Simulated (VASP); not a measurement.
# Cs (P6_3/mmc) in VASP: a series of runs

Runs on Cs. Level: PBEsol. Tasks: single point, relaxation of cell and atoms.

All numbers are computed with VASP 6.6.1; they aren't measurements. Logs are shortened: lines on timing, memory, paths and dates and some standing lists are left out, and cuts for length are marked.

## (1) The cell of the first run

Symmetry: P6_3/mmc, No. 194, hexagonal system. Conventional cell: a = 4.350 Å, b = 4.350 Å, c = 7.125 Å, α = 90.00°, β = 90.00°, γ = 120.00°. Cs (site symmetry -6m2) has 12 Cs at 4.35 to 4.36 Å within 5.7 Å.

This isn't the form of Cs at room conditions, which is bcc.

## (2) Single point, PBEsol

INCAR reads:

```
PREC = Accurate
ENCUT = 520
EDIFF = 1E-6
ISMEAR = -1
SIGMA = 0.05
LREAL = F
LASPH = T
NELM = 60
ALGO = Normal
ISIF = 2
LWAVE = F
LCHARG = F
GGA = PS
NBANDS = 16
```

KPOINTS reads:

```
Automatic mesh
0
Gamma
  10 10 6
```

POSCAR reads:

```
Cs
1.0
    4.3497201996      0.0000000000      0.0000000000
   -2.1748600998      3.7669681922      0.0000000000
    0.0000000000      0.0000000000      7.1246403119
Cs
2
Direct
    0.3333333333      0.6666666667      0.2500000000
    0.6666666667      0.3333333333      0.7500000000
```

Potentials or basis: VASP PAW PBE potentials, release 64 (Cs_sv).

The run is started by

```sh
$ cat potpaw_PBE.64/Cs_sv/POTCAR > POTCAR
$ mpirun -np 1 vasp_std > vasp.out
```

OUTCAR:

```text
PREC = Accurate
   ENCUT = 520
   EDIFF = 1E-6
   ISMEAR = -1
   LREAL = F
   LASPH = T
   NELM = 60
   ISIF = 2
   GGA = PS

 ion  position               nearest neighbor table
   1  0.333  0.667  0.250-
   2  0.667  0.333  0.750-

  LATTYP: Found a hexagonal cell.
 ALAT       =     4.3497201996
 C/A-ratio  =     1.6379537039

  Lattice vectors:

 A1 = (   4.3497201996,   0.0000000000,   0.0000000000)
 A2 = (  -2.1748600998,   3.7669681922,   0.0000000000)
 A3 = (   0.0000000000,   0.0000000000,   7.1246403119)

Analysis of symmetry for initial positions (statically):
=====================================================================
 Subroutine PRICEL returns:
 Original cell was already a primitive cell.

 Routine SETGRP: Setting up the symmetry group for a
 hexagonal supercell.

 Subroutine GETGRP returns: Found 24 space group operations
 (whereof 12 operations were pure point group operations)
 out of a pool of 24 trial point group operations.

The static configuration has the point symmetry D_3d.
 The point group associated with its full space group is D_6h.

Analysis of symmetry for dynamics (positions and initial velocities):
=====================================================================
 Subroutine PRICEL returns:
 Original cell was already a primitive cell.

 Routine SETGRP: Setting up the symmetry group for a
 hexagonal supercell.

 Subroutine GETGRP returns: Found 24 space group operations
 (whereof 12 operations were pure point group operations)
 out of a pool of 24 trial point group operations.

The dynamic configuration has the point symmetry D_3d.
 The point group associated with its full space group is D_6h.

 Subroutine INISYM returns: Found 24 space group operations
 (whereof 12 operations are pure point group operations),
 and found     1 'primitive' translations

----------------------------------------------------------------------------------------

                                     Primitive cell

  volume of cell :     116.7391

  direct lattice vectors                    reciprocal lattice vectors
     4.349720200  0.000000000  0.000000000     0.229899845  0.132732737  0.000000000
    -2.174860100  3.766968192  0.000000000     0.000000000  0.265465475  0.000000000
     0.000000000  0.000000000  7.124640312     0.000000000  0.000000000  0.140357963

  length of vectors
     4.349720200  4.349720200  7.124640312     0.265465475  0.265465475  0.140357963

  position of ions in fractional coordinates (direct lattice)
     0.333333333  0.666666667  0.250000000
     0.666666667  0.333333333  0.750000000

  ion indices of the primitive-cell ions
   primitive index   ion index
                 1           1
                 2           2

----------------------------------------------------------------------------------------

 KPOINTS: Automatic mesh

Automatic generation of k-mesh.
 Grid dimensions read from file:
 generate k-points for:   10   10    6

 Generating k-lattice:

  Cartesian coordinates                     Fractional coordinates (reciprocal lattice)
     0.022989985  0.013273274  0.000000000     0.100000000  0.000000000  0.000000000
     0.000000000  0.026546547  0.000000000     0.000000000  0.100000000  0.000000000
     0.000000000  0.000000000  0.023392994     0.000000000  0.000000000  0.166666667

  Length of vectors
     0.026546547  0.026546547  0.023392994

  Shift w.r.t. Gamma in fractional coordinates (k-lattice)
     0.000000000  0.000000000  0.000000000

 Subroutine IBZKPT returns following result:
 ===========================================

 Found     56 irreducible k-points:

 Following reciprocal coordinates:
            Coordinates               Weight
  0.000000  0.000000  0.000000      1.000000
  0.100000  0.000000  0.000000      6.000000
  0.200000  0.000000  0.000000      6.000000
  0.300000  0.000000  0.000000      6.000000
  0.400000  0.000000  0.000000      6.000000
  0.500000  0.000000  0.000000      3.000000
[... 16 lines left out ...]
  0.300000  0.100000  0.166667     24.000000
  0.400000  0.100000  0.166667     24.000000
 [... further k-points ...]
   k-points           NKPTS =     56   k-points in BZ     NKDIM =     56   number of bands    NBANDS=     16
   number of dos      NEDOS =    301   number of ions     NIONS =      2
   total plane-waves  NPLWV =  55296
   dimension x,y,z NGX =    32 NGY =   32 NGZ =   54
   dimension x,y,z NGXF=    64 NGYF=   64 NGZF=  108
   ions per type =               2
   NGX,Y,Z   is equivalent  to a cutoff of  12.23, 12.23, 12.60 a.u.
   NGXF,Y,Z  is equivalent  to a cutoff of  24.46, 24.46, 25.20 a.u.
 SYSTEM =  unknown system
   PREC   = accura    normal or accurate (medium, high low for compatibility)
   ISTART =      0    job   : 0-new  1-cont  2-samecut
   ICHARG =      2    charge: 1-file 2-atom 10-const
   ISPIN  =      1    spin polarized calculation?
   LNONCOLLINEAR =      F non collinear calculations
   LSORBIT =      F    spin-orbit coupling
   LASPH  =      T    aspherical Exc in radial PAW
   ENCUT  =  520.0 eV  38.22 Ry    6.18 a.u.   8.09  8.09 13.25*2*pi/ulx,y,z
   NELM   =     60;   NELMIN=  2; NELMDL= -5     # of ELM steps
   EDIFF  = 0.1E-05   stopping-criterion for ELM
   LREAL  =      F    real-space projection
   EDIFFG = 0.1E-04   stopping-criterion for IOM
   NSW    =      0    number of steps for IOM
   IBRION =     -1    ionic relax: 0-MD 1-quasi-New 2-CG
   NFREE  =      0    steps in history (QN), initial steepest desc. (CG)
   ISIF   =      2    stress and relaxation
   ISYM   =      2    0-nonsym 1-usesym 2-fastsym
   POTIM  = 0.5000    time-step for ionic-motion
   TEBEG  =    0.0;   TEEND  =   0.0 temperature during run
   PSTRESS=    0.0 pullay stress
   NELECT =      18.0000    total number of electrons
   NUPDOWN=      -1.0000    fix difference up-down
   EMIN   =  10.00;   EMAX   =-10.00  energy-range for DOS
   EFERMI =   0.00;   METHOD = LEGACY
   ISMEAR =    -1;   SIGMA  =   0.05  broadening in eV -4-tet -1-fermi 0-gaus
   EFERMI_NEDOS =   21; number of points for ismear=-14 and -15
   IALGO  =     38    algorithm
   IMIX   =      4    mixing-type and parameters
     AMIX     =   0.40;   BMIX     =  1.00
     AMIX_MAG =   1.60;   BMIX_MAG =  1.00
  volume/ion in A,a.u.               =      58.37       393.90
  Fermi-wavevector in a.u.,A,eV,Ry     =   0.877863  1.658921 10.485249  0.770644
  Thomas-Fermi vector in A             =   1.997871
   LORBIT       =      0    0 simple, 1 ext, 2 COOP (PROOUT), +10 PAW based schemes
   GGA     = PS    functional components
   LHFCALC =     F    Hartree Fock is set to
   AEXX    =    0.0000 exact exchange contribution
   IVDW    =     0    specifies the selected vdW correction
   LEPSILON=     F    determine dielectric tensor
   LRPA    =     F    only Hartree local field effects (RPA)
 non-spin polarized calculation
  energy-cutoff  :      520.00
  volume of cell :      116.74
 maximum number of plane-waves:      3168
   NGX = 17   NGY = 17   NGZ = 27

 number of electron      17.9999999 magnetization

 Free energy of the ion-electron system (eV)
  ---------------------------------------------------
  ext. energy  EPLUGINS =         0.00000000
  ---------------------------------------------------
  free energy    TOTEN  =        -1.25729003 eV

  energy without entropy =       -1.23489973  energy(sigma->0) =       -1.24609488

 E-fermi :   2.6753     XC(G=0):  -7.6059

 val. band max:        2.6663558406   @ k =   0.5000   0.0000   0.0000
 cond. band min:       2.6934105500   @ k =   0.2000   0.0000   0.3333
 fundamental gap:      0.0270547095
 Fermi energy:         2.6753119832

 k-point     1 :       0.0000    0.0000    0.0000
  band No.  band energies     occupation
      1     -21.0692      2.00000
      2     -20.9524      2.00000
      3      -8.4447      2.00000
      4      -7.5071      2.00000
      5      -7.5071      2.00000
      6      -7.3787      2.00000
[... 8 lines left out ...]
     15       5.9374      0.00000
     16       5.9374      0.00000

 k-point     2 :       0.1000    0.0000    0.0000
  band No.  band energies     occupation
      1     -21.0593      2.00000
      2     -20.9474      2.00000
      3      -8.4118      2.00000
      4      -7.5947      2.00000
      5      -7.5333      2.00000
      6      -7.4700      2.00000
[... 8 lines left out ...]
     15       5.7223      0.00000
     16       6.1252      0.00000

 k-point     3 :       0.2000    0.0000    0.0000
  band No.  band energies     occupation
      1     -21.0326      2.00000
      2     -20.9350      2.00000
      3      -8.3188      2.00000
      4      -7.8189      2.00000
      5      -7.6901      2.00000
      6      -7.5975      2.00000
[... 8 lines left out ...]
     15       5.8996      0.00000
     16       6.0945      0.00000

 k-point     4 :       0.3000    0.0000    0.0000
  band No.  band energies     occupation
      1     -20.9972      2.00000
      2     -20.9214      2.00000
      3      -8.1837      2.00000
      4      -8.0837      2.00000
      5      -7.9329      2.00000
      6      -7.6710      2.00000
[... 8 lines left out ...]
     15       5.5170      0.00000
     16       6.8824      0.00000

 k-point     5 :       0.4000    0.0000    0.0000
  band No.  band energies     occupation
      1     -20.9650      2.00000
      2     -20.9136      2.00000
      3      -8.2866      2.00000
      4      -8.1132      2.00000
      5      -8.0409      2.00000
      6      -7.7272      2.00000
[... 8 lines left out ...]
     15       5.4643      0.00000
     16       7.8406      0.00000

 k-point     6 :       0.5000    0.0000    0.0000
  band No.  band energies     occupation
      1     -20.9506      2.00000
      2     -20.9126      2.00000
      3      -8.3615      2.00000
      4      -8.1792      2.00000
      5      -7.9658      2.00000
      6      -7.7481      2.00000
[... 8 lines left out ...]
     15       5.6615      0.00000
     16       8.6154      0.00000

 k-point     7 :       0.1000    0.1000    0.0000
  band No.  band energies     occupation
      1     -21.0409      2.00000
      2     -20.9387      2.00000
      3      -8.3487      2.00000
      4      -7.7264      2.00000
      5      -7.6707      2.00000
      6      -7.5418      2.00000
[... 8 lines left out ...]
     15       5.9281      0.00000
     16       5.9356      0.00000

 k-point     8 :       0.2000    0.1000    0.0000
  band No.  band energies     occupation
      1     -21.0098      2.00000
      2     -20.9257      2.00000
      3      -8.2341      2.00000
      4      -7.9540      2.00000
      5      -7.8722      2.00000
      6      -7.6378      2.00000
[... 8 lines left out ...]
     15       5.8220      0.00000
     16       6.3758      0.00000

 k-point     9 :       0.3000    0.1000    0.0000
  band No.  band energies     occupation
      1     -20.9757      2.00000
      2     -20.9154      2.00000
      3      -8.1844      2.00000
      4      -8.0917      2.00000
      5      -8.0426      2.00000
      6      -7.7345      2.00000
[... 8 lines left out ...]
     15       5.4401      0.00000
     16       7.0791      0.00000
[... 172 lines left out ...]
 k-point    19 :       0.4000    0.0000    0.1667
  band No.  band energies     occupation
      1     -20.9616      2.00000
      2     -20.9171      2.00000
      3      -8.3258      2.00000
      4      -8.1671      2.00000
      5      -7.9477      2.00000
      6      -7.7125      2.00000
[... 8 lines left out ...]
     15       5.4008      0.00000
     16       7.6725      0.00000

 k-point    20 :       0.5000    0.0000    0.1667
  band No.  band energies     occupation
      1     -20.9481      2.00000
      2     -20.9152      2.00000
      3      -8.3900      2.00000
      4      -8.2275      2.00000
      5      -7.8977      2.00000
      6      -7.7329      2.00000
[... 8 lines left out ...]
     15       5.4495      0.00000
     16       8.2528      0.00000

 k-point    21 :       0.1000    0.1000    0.1667
  band No.  band energies     occupation
      1     -21.0342      2.00000
      2     -20.9457      2.00000
      3      -8.3032      2.00000
      4      -7.7081      2.00000
      5      -7.6976      2.00000
      6      -7.5580      2.00000
[... 8 lines left out ...]
     15       5.7529      0.00000
     16       6.1249      0.00000

 k-point    22 :       0.2000    0.1000    0.1667
  band No.  band energies     occupation
      1     -21.0043      2.00000
      2     -20.9314      2.00000
      3      -8.2255      2.00000
      4      -7.9393      2.00000
      5      -7.8702      2.00000
      6      -7.6434      2.00000
[... 8 lines left out ...]
     15       5.6961      0.00000
     16       6.4115      0.00000

 k-point    23 :       0.3000    0.1000    0.1667
  band No.  band energies     occupation
      1     -20.9716      2.00000
      2     -20.9195      2.00000
      3      -8.2443      2.00000
      4      -8.1098      2.00000
      5      -7.9575      2.00000
      6      -7.7280      2.00000
[... 8 lines left out ...]
     15       5.3756      0.00000
     16       6.9782      0.00000

 k-point    24 :       0.4000    0.1000    0.1667
  band No.  band energies     occupation
      1     -20.9483      2.00000
      2     -20.9150      2.00000
      3      -8.3488      2.00000
      4      -8.1946      2.00000
      5      -7.9096      2.00000
      6      -7.7666      2.00000
[... 8 lines left out ...]
     15       5.6511      0.00000
     16       7.7172      0.00000

 [... further k-points ...]

------------------------ aborting loop because EDIFF is reached ----------------------------------------

  FORCE on cell =-STRESS in cart. coord.  units (eV):
  Direction    XX          YY          ZZ          XY          YZ          ZX
  --------------------------------------------------------------------------------------
  -------------------------------------------------------------------------------------
  Total        2.0945927      2.0945927      2.1184850     -0.0000000     -0.0000000      0.0000000
  in kB       28.7470937     28.7470937     29.0750026     -0.0000000     -0.0000000      0.0000000
  external PRESSURE =      28.8563966 kB  Pullay stress =       0.0000000 kB

 VOLUME and BASIS-vectors are now :
 -----------------------------------------------------------------------------
  energy-cutoff  :      520.00
  volume of cell :      116.74
      direct lattice vectors                 reciprocal lattice vectors
     4.349720200  0.000000000  0.000000000     0.229899845  0.132732737  0.000000000
    -2.174860100  3.766968192  0.000000000     0.000000000  0.265465475  0.000000000
     0.000000000  0.000000000  7.124640312     0.000000000  0.000000000  0.140357963

 POSITION                                       TOTAL-FORCE (eV/Angst)
 -----------------------------------------------------------------------------------
     -0.00000      2.51131      1.78116         0.000000     -0.000000      0.000000
      2.17486      1.25566      5.34348        -0.000000      0.000000      0.000000
 -----------------------------------------------------------------------------------
    total drift:                                0.000000     -0.000000      0.000000

  FREE ENERGIE OF THE ION-ELECTRON SYSTEM (eV)
  ---------------------------------------------------
  free  energy   TOTEN  =        -1.2572900264 eV

  energy  without entropy=       -1.2348997347  energy(sigma->0) =       -1.24609488
```

It took 31 s on 1 thread of Intel Xeon 6975P-C (Granite Rapids), shared host; peak memory 0.26 GiB.

Results:

| Quantity | Value |
| --- | --- |
| Free energy | -1.2573 eV |
| Pressure | 2.9 GPa |
| Band gap on the k mesh | zero (bands 9 and 10 overlap by 1.55 eV) |

Caveat: the PAW data sets were made with another functional, which shifts forces and pressure a little; spin-orbit coupling is left out, which moves the levels of the heavy elements.

[end of part 1 of 2]

The gap in the log of VASP goes by the Fermi energy; the results here count the filled bands.